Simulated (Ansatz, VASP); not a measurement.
**ZnS: VASP beside Ansatz**

The input INCAR:

```
ALGO = Normal
EDIFF = 1E-6
ENCUT = 520
GGA = PS
ISIF = 2
ISMEAR = 0
LASPH = True
LCHARG = False
LREAL = False
LWAVE = False
NBANDS = 66
NELM = 60
PREC = Accurate
SIGMA = 0.05
```

KPOINTS

```
k-points
0
Gamma
  9 9 2
```

File POSCAR:

```
ZnS
1.0
    3.8194929995      0.0000000000      0.0000000000
   -1.9097464997      3.3077779671      0.0000000000
    0.0000000000      0.0000000000     18.2430444134
Zn S
6 6
Direct
    0.0000000000      0.0000000000      0.0000277175
    0.0000000000      0.0000000000      0.5000277175
    0.3333333333      0.6666666667      0.1718122200
    0.6666666667      0.3333333333      0.6718122200
    0.6666666667      0.3333333333      0.3332753580
    0.3333333333      0.6666666667      0.8332753580
    0.0000000000      0.0000000000      0.1251125986
    0.0000000000      0.0000000000      0.6251125986
    0.3333333333      0.6666666667      0.2916367831
    0.6666666667      0.3333333333      0.7916367831
    0.6666666667      0.3333333333      0.4581259436
    0.3333333333      0.6666666667      0.9581259436
```

Input for Ansatz:

```yaml
crystal:
  lattice:
    - [3.8194929995, 0.0, 0.0]
    - [-1.9097464997, 3.3077779671, 0.0]
    - [0.0, 0.0, 18.2430444134]
  atoms:
    - { symbol: Zn, position: [0.0, 0.0, 2.77175e-05] }
    - { symbol: Zn, position: [0.0, 0.0, 0.5000277175] }
    - { symbol: Zn, position: [0.3333333333, 0.6666666667, 0.17181222] }
    - { symbol: Zn, position: [0.6666666667, 0.3333333333, 0.67181222] }
    - { symbol: Zn, position: [0.6666666667, 0.3333333333, 0.333275358] }
    - { symbol: Zn, position: [0.3333333333, 0.6666666667, 0.833275358] }
    - { symbol: S, position: [0.0, 0.0, 0.1251125986] }
    - { symbol: S, position: [0.0, 0.0, 0.6251125986] }
    - { symbol: S, position: [0.3333333333, 0.6666666667, 0.2916367831] }
    - { symbol: S, position: [0.6666666667, 0.3333333333, 0.7916367831] }
    - { symbol: S, position: [0.6666666667, 0.3333333333, 0.4581259436] }
    - { symbol: S, position: [0.3333333333, 0.6666666667, 0.9581259436] }
basis:
  ecutwfc: 520.0
kpoints:
  mp_grid: { grid: [9, 9, 2] }
hamiltonian:
  xc: pbesol
scf:
  occupations: { method: gaussian, width: 0.05 }
output:
  forces: true
  stress: true
  eigenvalues: true
```

Alike in both runs: task single point; functional PBEsol; k mesh 9 × 9 × 2; occupations gaussian, width 0.05 eV; no spin polarisation.

|  | VASP | Ansatz |
| --- | --- | --- |
| version | VASP 6.6.1 | Ansatz 0.2.0 |
| potentials or method | VASP PAW PBE potentials, release 64 (Zn, S), cutoff 520 eV | scalar-relativistic, plane waves, PAW |
| valence electrons in the cell | 108 | 108 |

```csv
,VASP,Ansatz,Ansatz less VASP
gap on the k mesh at the Fermi level (eV),2.09,2.08,-0.006
least direct gap on the mesh (eV),2.09,2.08,-0.006
pressure (GPa),0.6,0.4,-0.26
"traceless stress, the component that is largest in VASP (GPa)",4.09,4.07,-0.020
rms of the force components (eV/Å),0.379,0.377,-0.0023
```

VASP's potentials were made for PBE, not for PBEsol. Atom by atom the forces differ by 0.002 eV/Å (rms over components). The functional is the same, so the differences come from potentials, cutoffs and numerics.
